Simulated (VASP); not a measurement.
**Sb: single point with r2SCAN**

Sb:

```
CELL_PARAMETERS angstrom
3.41280 0.00000 0.00000
0.00000 3.41280 0.00000
0.00000 0.00000 3.03360
ATOMIC_POSITIONS crystal
Sb 0.00000 0.00000 0.00000
```

This cell differs from its parent crystal: strain +0.080 along x and y, -0.040 along z.

- Program: VASP 6.6.1
- Task: single point
- Functional: r2SCAN
- Potentials or basis: VASP PAW PBE potentials, release 64 (Sb)
- Cutoff: 520 eV
- k mesh: 16 × 16 × 16
- Occupations: gaussian, width 0.15 eV
- Spin: no spin polarisation

The pressure is -6.3 GPa and the band gap on the k mesh is zero (an odd number of electrons rules out a gap without spin polarisation).

Stress tensor (GPa, compression positive):
```
-9.21  0.00  0.00
 0.00 -9.21  0.00
 0.00  0.00 -0.50
```

Levels at points of the mesh, in eV from the Fermi level:
```
           k point  band 1  band 2  band 3  band 4  band 5  band 6  band 7
(0.00, 0.00, 0.00)  -11.86    1.97    1.97    5.15    6.44    6.48    9.59
(0.50, 0.00, 0.00)  -10.29   -4.68    3.25    6.45    8.32   10.56   10.60
(0.50, 0.50, 0.00)   -8.69   -3.24   -3.24    2.92    7.73   12.90   14.78
(0.00, 0.00, 0.50)   -8.87   -5.04    4.37    4.37    9.05    9.90   10.57
(0.50, 0.00, 0.50)   -7.15   -3.76   -2.21    3.22    5.64   11.95   11.99
(0.50, 0.50, 0.50)   -5.31   -2.58   -0.88   -0.88    5.21    5.21    6.07
```

Wall time 100 s on 1 thread of Intel(R) Xeon(R) 6975P-C (Granite Rapids) (shared host), peak memory 0.24 GiB.

Caveat: the cell differs from its parent crystal (strain +0.080 along x and y, -0.040 along z); the cell stands under tension; the PAW data sets were made with another functional, which shifts forces and pressure a little; spin-orbit coupling is left out, which moves the levels of the heavy elements.
